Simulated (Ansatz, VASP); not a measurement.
Two plane-wave programs on HgH3

INCAR

```
PREC = Accurate ; ENCUT = 600
EDIFF = 1E-6 ; ISMEAR = 0
SIGMA = 0.1 ; LREAL = F
LASPH = T ; NELM = 80
ALGO = Normal ; ISIF = 3
LWAVE = F ; LCHARG = F
GGA = PE ; IBRION = 2
NSW = 100 ; EDIFFG = -0.01
```

File KPOINTS:

```
regular mesh
0
Gamma
  18 18 10
```

Contents of POSCAR:

```
HgH3
1.0
    3.0817901065      0.0000000000      0.0000000000
   -1.5408950533      2.6689085214      0.0000000000
    0.0000000000      0.0000000000      4.8050954046
Hg H
1 3
Direct
    0.0000000000      0.0000000000      0.0000000000
    0.7819039822      0.2180960178      0.5000000000
    0.7819039822      0.5638079644      0.5000000000
    0.4361920356      0.2180960178      0.5000000000
```

Input for Ansatz:

```yaml
crystal:
  lattice:
    - [3.0817901065, 0.0, 0.0]
    - [-1.5408950533, 2.6689085214, 0.0]
    - [0.0, 0.0, 4.8050954046]
  atoms:
    - { symbol: Hg, position: [0.0, 0.0, 0.0] }
    - { symbol: H, position: [0.7819039822, 0.2180960178, 0.5] }
    - { symbol: H, position: [0.7819039822, 0.5638079644, 0.5] }
    - { symbol: H, position: [0.4361920356, 0.2180960178, 0.5] }
basis:
  ecutwfc: 420
kpoints:
  mp_grid: { grid: [18, 18, 10] }
hamiltonian:
  xc: pbe
scf:
  occupations: { method: gaussian, width: 0.1 }
output:
  forces: true
  stress: true
  eigenvalues: true
  write_density: true
  write_potential: true
  elf: true
  volumetric_format: npy
relax:
  adjacent_minimum: "off"
  f_tol: 0.01
  max_steps: 80
  cell: { stress_tol: 0.05 }
```

Alike in both runs: task relaxation of cell and atoms; functional PBE; k mesh 18 × 18 × 10; occupations gaussian, width 0.1 eV; no spin polarisation.

|  | VASP | Ansatz |
| --- | --- | --- |
| version | VASP 6.6.1 | Ansatz 0.2.0 |
| potentials or method | VASP PAW PBE potentials, release 64 (Hg, H), cutoff 600 eV | scalar-relativistic, plane waves, PAW |
| valence electrons in the cell | 15 | 23 |

Ansatz gave:

- gap on the k mesh at the Fermi level, each at its own relaxed structure (eV): none
- relaxed volume (Å³/atom): 10.68
- relaxed length of the cell vector where the two differ most in proportion (Å): 6.113

Q: Estimate VASP's values.

A: gap on the k mesh at the Fermi level, each at its own relaxed structure (eV): none; relaxed volume (Å³/atom): 10.35; relaxed length of the cell vector where the two differ most in proportion (Å): 5.827.

A gap of «none» marks a metal or a gap that the smearing closes. VASP's potentials hold 15 valence electrons a cell and Ansatz's 23, so a difference there can come from the potentials and not from the codes.

Neither program's run includes spin-orbit coupling.
